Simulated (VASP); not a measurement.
# MgO (F-43m) in VASP: settings compared

Aim: see how the results for MgO move with the level of theory and the settings. Levels: PBE, r2SCAN. Tasks: elastic constants, dielectric tensor.

All numbers are computed with VASP 6.6.1; they aren't measurements. Logs are shortened: lines on timing, memory, paths and dates and some standing lists are left out, and cuts for length are marked.

## (1) The cell of the first run

The structure is cubic, space group F-43m (No. 216). Conventional cell: a = 4.612 Å, b = 4.612 Å, c = 4.612 Å, α = 90.00°, β = 90.00°, γ = 90.00°. Mg (site symmetry -43m) has 4 O at 2.00 Å within 2.6 Å. Within 2.6 Å of O (site symmetry -43m) lie 4 Mg at 2.00 Å.

## (2) Elastic constants, PBE

INCAR

```
SYSTEM = MgO
PREC = Accurate
ENCUT = 600
EDIFF = 1E-8
ISMEAR = 0
SIGMA = 0.01
LREAL = .False.
LASPH = .True.
NELM = 100
ALGO = Normal
ISIF = 3
LWAVE = .False.
LCHARG = .False.
GGA = PE
NBANDS = 11
IBRION = 6
NFREE = 2
POTIM = 0.015
NSW = 1
```

KPOINTS

```
regular mesh
0
Gamma
  8 8 8
  0 0 0
```

POSCAR

```
MgO
1.0
    0.0000000000      2.3061600000      2.3061600000
    2.3061600000      0.0000000000      2.3061600000
    2.3061600000      2.3061600000      0.0000000000
Mg O
1 1
Direct
    0.5000000000      0.5000000000      0.5000000000
    0.7500000000      0.7500000000      0.7500000000
```

Potentials or basis: VASP PAW PBE potentials, release 64 (Mg, O).

Command:

```console
$ cat potpaw_PBE.64/Mg/POTCAR potpaw_PBE.64/O/POTCAR > POTCAR
$ mpirun -np 1 vasp_std > vasp.out
```

OUTCAR:

```text
SYSTEM = MgO
   PREC = Accurate
   ENCUT = 600
   EDIFF = 1E-8
   ISMEAR = 0
   LREAL = .False.
   LASPH = .True.
   NELM = 100
   ISIF = 3
   GGA = PE
   IBRION = 6
   NFREE = 2
   POTIM = 0.015
   NSW = 1

 ion  position               nearest neighbor table
   1  0.500  0.500  0.500-   2 2.00   2 2.00   2 2.00   2 2.00
   2  0.750  0.750  0.750-   1 2.00   1 2.00   1 2.00   1 2.00

  LATTYP: Found a face centered cubic cell.
 ALAT       =     4.6123200000

  Lattice vectors:

 A1 = (   0.0000000000,   2.3061600000,   2.3061600000)
 A2 = (   2.3061600000,   0.0000000000,   2.3061600000)
 A3 = (   2.3061600000,   2.3061600000,   0.0000000000)

Analysis of symmetry for initial positions (statically):
=====================================================================
 Subroutine PRICEL returns:
 Original cell was already a primitive cell.

 Routine SETGRP: Setting up the symmetry group for a
 face centered cubic supercell.

 Subroutine GETGRP returns: Found 24 space group operations
 (whereof 24 operations were pure point group operations)
 out of a pool of 48 trial point group operations.

The static configuration has the point symmetry T_d .

Analysis of symmetry for dynamics (positions and initial velocities):
=====================================================================
 Subroutine PRICEL returns:
 Original cell was already a primitive cell.

 Routine SETGRP: Setting up the symmetry group for a
 face centered cubic supercell.

 Subroutine GETGRP returns: Found 24 space group operations
 (whereof 24 operations were pure point group operations)
 out of a pool of 48 trial point group operations.

The dynamic configuration has the point symmetry T_d .

 Subroutine INISYM returns: Found 24 space group operations
 (whereof 24 operations are pure point group operations),
 and found     1 'primitive' translations

----------------------------------------------------------------------------------------

                                     Primitive cell

  volume of cell :      24.5300

  direct lattice vectors                    reciprocal lattice vectors
     0.000000000  2.306160000  2.306160000    -0.216810629  0.216810629  0.216810629
     2.306160000  0.000000000  2.306160000     0.216810629 -0.216810629  0.216810629
     2.306160000  2.306160000  0.000000000     0.216810629  0.216810629 -0.216810629

  length of vectors
     3.261402749  3.261402749  3.261402749     0.375527025  0.375527025  0.375527025

  position of ions in fractional coordinates (direct lattice)
     0.500000000  0.500000000  0.500000000
     0.750000000  0.750000000  0.750000000

  ion indices of the primitive-cell ions
   primitive index   ion index
                 1           1
                 2           2

----------------------------------------------------------------------------------------

 KPOINTS: regular mesh

Automatic generation of k-mesh.
 Grid dimensions read from file:
 generate k-points for:    8    8    8

 Generating k-lattice:

  Cartesian coordinates                     Fractional coordinates (reciprocal lattice)
    -0.027101329  0.027101329  0.027101329     0.125000000  0.000000000  0.000000000
     0.027101329 -0.027101329  0.027101329     0.000000000  0.125000000  0.000000000
     0.027101329  0.027101329 -0.027101329     0.000000000  0.000000000  0.125000000

  Length of vectors
     0.046940878  0.046940878  0.046940878

  Shift w.r.t. Gamma in fractional coordinates (k-lattice)
     0.000000000  0.000000000  0.000000000

 Subroutine IBZKPT returns following result:
 ===========================================

 Found     29 irreducible k-points:

 Following reciprocal coordinates:
            Coordinates               Weight
  0.000000  0.000000  0.000000      1.000000
  0.125000  0.000000  0.000000      8.000000
  0.250000  0.000000  0.000000      8.000000
  0.375000  0.000000  0.000000      8.000000
  0.500000  0.000000  0.000000      4.000000
  0.125000  0.125000  0.000000      6.000000
[... 16 lines left out ...]
  0.500000  0.250000  0.125000     48.000000
 -0.375000  0.250000  0.125000     24.000000
 [... further k-points ...]
   k-points           NKPTS =     29   k-points in BZ     NKDIM =     29   number of bands    NBANDS=     11
[... 36 lines left out ...]
     AMIX     =   0.40;   BMIX     =  1.00
     AMIX_MAG =   1.60;   BMIX_MAG =  1.00
  volume/ion in A,a.u.               =      12.27        82.77
  Fermi-wavevector in a.u.,A,eV,Ry     =   1.126865  2.129467 17.277028  1.269826
  Thomas-Fermi vector in A             =   2.263549
   LORBIT       =      0    0 simple, 1 ext, 2 COOP (PROOUT), +10 PAW based schemes
   GGA     = PE    functional components
   LHFCALC =     F    Hartree Fock is set to
   AEXX    =    0.0000 exact exchange contribution
   IVDW    =     0    specifies the selected vdW correction
   LEPSILON=     F    determine dielectric tensor
   LRPA    =     F    only Hartree local field effects (RPA)
 finite differences with symmetry
 non-spin polarized calculation
 Gauss-broadening in eV      SIGMA  =   0.01
  energy-cutoff  :      600.00
  volume of cell :       24.53
 maximum number of plane-waves:       869
 NGX is ok and might be reduce to    28
   NGX = 13   NGY = 13   NGZ = 13

--------------------------------------- Ionic step        1  -------------------------------------------

 number of electron       8.0000002 magnetization

 Free energy of the ion-electron system (eV)
  ---------------------------------------------------
  ext. energy  EPLUGINS =         0.00000000
  ---------------------------------------------------
  free energy    TOTEN  =       -11.70397561 eV

  energy without entropy =      -11.70397561  energy(sigma->0) =      -11.70397561

------------------------ aborting loop because EDIFF is reached ----------------------------------------

  FORCE on cell =-STRESS in cart. coord.  units (eV):
  Direction    XX          YY          ZZ          XY          YZ          ZX
  --------------------------------------------------------------------------------------
  -------------------------------------------------------------------------------------
  Total       -0.0856861     -0.0856861     -0.0856861      0.0000000      0.0000000     -0.0000000
  in kB       -5.5965773     -5.5965773     -5.5965773      0.0000000      0.0000000     -0.0000000
  external PRESSURE =      -5.5965773 kB  Pullay stress =       0.0000000 kB
[... 89 lines left out ...]
  FREE ENERGIE OF THE ION-ELECTRON SYSTEM (eV)
  ---------------------------------------------------
  free  energy   TOTEN  =       -11.7028176070 eV

  energy  without entropy=      -11.7028176070  energy(sigma->0) =      -11.70281761

 E-fermi :   0.6779     XC(G=0):  -9.5228

 val. band max:        0.5631023929   @ k =   0.0000   0.0000   0.0000
 cond. band min:       3.9366796713   @ k =   0.0000   0.0000   0.0000
 fundamental gap:      3.3735772785
 Fermi energy:         0.6779023565

 k-point     1 :       0.0000    0.0000    0.0000
  band No.  band energies     occupation
      1     -15.2176      2.00000
      2       0.5311      2.00000
      3       0.5631      2.00000
      4       0.5631      2.00000
      5       3.9367      0.00000
      6      16.8620      0.00000
      7      16.8620      0.00000
      8      16.8645      0.00000
      9      20.1689      0.00000
     10      20.1890      0.00000
     11      20.5819      0.00000
[... 310 lines left out ...]
  band No.  band energies     occupation
      1     -14.5234      2.00000
      2      -1.9070      2.00000
      3      -0.4252      2.00000
      4       0.1521      2.00000
      5       8.9015      0.00000
      6      10.4819      0.00000
      7      13.5198      0.00000
      8      15.2975      0.00000
      9      19.8143      0.00000
     10      20.8944      0.00000
     11      23.7947      0.00000

 [... further k-points ...]

[... ionic steps 4 to 14 ...]

--------------------------------------- Ionic step       15  -------------------------------------------

 number of electron       8.0000002 magnetization

------------------------ aborting loop because EDIFF is reached ----------------------------------------
[... 67 lines left out ...]
--------------------------------------- Ionic step       17  -------------------------------------------

 number of electron       8.0000001 magnetization

 Free energy of the ion-electron system (eV)
  ---------------------------------------------------
  ext. energy  EPLUGINS =         0.00000000
  ---------------------------------------------------
  free energy    TOTEN  =       -11.70304444 eV

  energy without entropy =      -11.70304444  energy(sigma->0) =      -11.70304444

 E-fermi :   0.7785     XC(G=0):  -9.5855

 val. band max:        0.6427161936   @ k =   0.0000   0.0000   0.0000
 cond. band min:       4.0914364410   @ k =   0.0000   0.0000   0.0000
 fundamental gap:      3.4487202475
 Fermi energy:         0.7785165660

 k-point     1 :       0.0000    0.0000    0.0000
  band No.  band energies     occupation
      1     -15.1854      2.00000
      2       0.6072      2.00000
      3       0.6251      2.00000
      4       0.6427      2.00000
      5       4.0914      0.00000
      6      17.0945      0.00000
      7      17.0969      0.00000
      8      17.0970      0.00000
      9      20.6117      0.00000
     10      20.6489      0.00000
     11      20.7081      0.00000
[... 351 lines left out ...]
  FREE ENERGIE OF THE ION-ELECTRON SYSTEM (eV)
  ---------------------------------------------------
  free  energy   TOTEN  =       -11.7030444373 eV

  energy  without entropy=      -11.7030444373  energy(sigma->0) =      -11.70304444

 INTERNAL STRAIN TENSORS FROM STRAINED CELLS
 ============================================

 INTERNAL STRAIN TENSOR FOR ION    1 for displacements in x,y,z  (eV/Angst):
          X           Y           Z          XY          YZ          ZX
  --------------------------------------------------------------------------------
  x    -0.00000    -0.00000     0.00000     0.00000     6.70112     0.00000
  y    -0.00000    -0.00000     0.00000    -0.00000    -0.00000     6.70115
  z    -0.00000     0.00000    -0.00000     6.70254    -0.00000     0.00000

 INTERNAL STRAIN TENSORS FROM DISPLACED ATOMS
 ============================================

 INTERNAL STRAIN TENSOR FOR ION    1 for displacements in x,y,z  (eV/Angst):
          X           Y           Z          XY          YZ          ZX
  --------------------------------------------------------------------------------
  x    -0.00000    -0.00000    -0.00000     0.00000     6.72280     0.00000
  y    -0.00000    -0.00000    -0.00000     0.00000     0.00000     6.72280
  z    -0.00000    -0.00000    -0.00000     6.72280     0.00000     0.00000

 INTERNAL STRAIN TENSOR FOR ION    2 for displacements in x,y,z  (eV/Angst):
          X           Y           Z          XY          YZ          ZX
  --------------------------------------------------------------------------------
  x     0.00000    -0.00000    -0.00000     0.00000    -6.72049     0.00000
  y    -0.00000    -0.00000    -0.00000     0.00000     0.00000    -6.72049
  z    -0.00000    -0.00000     0.00000    -6.72049     0.00000     0.00000

 Eigenvectors and eigenvalues of the dynamical matrix
 ----------------------------------------------------

   1 f  =   14.466656 THz    90.896680 2PiTHz  482.555702 cm-1    59.829255 meV
             X         Y         Z           dx          dy          dz
      2.306160  2.306160  2.306160    -0.447550   -0.429536    0.110190
      3.459240  3.459240  3.459240     0.551640    0.529437   -0.135817
[... 21 lines left out ...]
   6 f/i=    0.000439 THz     0.002757 2PiTHz    0.014637 cm-1     0.001815 meV
             X         Y         Z           dx          dy          dz
      2.306160  2.306160  2.306160    -0.324318    0.701660    0.074477
      3.459240  3.459240  3.459240    -0.263122    0.569262    0.060424

--------------------------------------------------------------------------------------------------------

 ELASTIC MODULI CONTR FROM IONIC RELAXATION (kBar)
 Direction    XX          YY          ZZ          XY          YZ          ZX
 --------------------------------------------------------------------------------
 XX          -0.0000      0.0000      0.0000     -0.0000      0.0000     -0.0000
 YY           0.0000     -0.0000     -0.0000     -0.0000     -0.0000     -0.0000
 ZZ           0.0000     -0.0000     -0.0000      0.0000     -0.0000     -0.0000
 XY          -0.0000     -0.0000      0.0000   -357.1721      0.0000      0.0000
 YZ           0.0000     -0.0000     -0.0000      0.0000   -357.1721      0.0000
 ZX          -0.0000     -0.0000     -0.0000      0.0000      0.0000   -357.1721
 --------------------------------------------------------------------------------

 TOTAL ELASTIC MODULI (kBar)
 Direction    XX          YY          ZZ          XY          YZ          ZX
 --------------------------------------------------------------------------------
 XX        1422.7844    999.5744    999.5744      0.0000      0.0000     -0.0000
 YY         999.5744   1422.7844    999.5744      0.0000     -0.0000     -0.0000
 ZZ         999.5744    999.5744   1422.7844      0.0000      0.0000     -0.0000
 XY           0.0000      0.0000      0.0000    815.5780      0.0000     -0.0000
 YZ           0.0000     -0.0000      0.0000      0.0000    815.5780     -0.0000
 ZX          -0.0000     -0.0000     -0.0000     -0.0000     -0.0000    815.5780
 --------------------------------------------------------------------------------
```

Wall time 3.1 min (1 thread of Intel Xeon 6975P-C (Granite Rapids), shared host); peak memory 0.24 GiB.

What came out:

```
Elastic constants C11, C12, C44                         : 142, 100, 82 GPa
Voigt bulk modulus                                      : 114 GPa
Highest phonon frequency at Γ, LO-TO splitting left out : 483 cm⁻¹
```

Phonon frequencies in cm⁻¹ (negative: imaginary):
```csv
q point,frequencies
"(0.000, 0.000, 0.000)",0 0 0 483 483 483
```

Elastic tensor in Voigt notation (GPa, in the Cartesian axes of the cell as first typed):
```
142 100 100   0   0   0
100 142 100   0   0   0
100 100 142   0   0   0
  0   0   0  82   0   0
  0   0   0   0  82   0
  0   0   0   0   0  82
```

Clamped-ion elastic tensor (GPa):
```
142 100 100   0   0   0
100 142 100   0   0   0
100 100 142   0   0   0
  0   0   0 117   0   0
  0   0   0   0 117   0
  0   0   0   0   0 117
```

[end of part 1 of 2]
